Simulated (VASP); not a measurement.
A run of VASP 6.6.1:

File INCAR:

```
PREC = Accurate
ENCUT = 520
EDIFF = 1E-6
ISMEAR = -1
SIGMA = 0.1
LREAL = False
LASPH = True
NELM = 60
ALGO = Normal
ISIF = 2
LWAVE = False
LCHARG = False
GGA = PE
NBANDS = 14
```

The input KPOINTS:

```
regular mesh
0
Gamma
  15 15 15
```

Contents of POSCAR:

```
Rh
1.0
    0.0000000000      1.9160595532      1.9160595532
    1.9160595532      0.0000000000      1.9160595532
    1.9160595532      1.9160595532      0.0000000000
Rh
1
Direct
    0.0000000000      0.0000000000      0.0000000000
```

Potentials or basis: VASP PAW PBE potentials, release 64 (Rh_pv).

The run is started by

```bash
$ cat potpaw_PBE.64/Rh_pv/POTCAR > POTCAR
$ mpirun -np 1 vasp_std > vasp.out
```

Hardware: 1 thread of Intel(R) Xeon(R) 6975P-C (Granite Rapids), with other jobs on the host.

Task: How long does it take, and how much memory?

Result: Run time: 7.5 s on 1 thread of Intel(R) Xeon(R) 6975P-C (Granite Rapids), on a shared host, peak memory 0.14 GiB. Counts: scf iterations 10, k points 120.
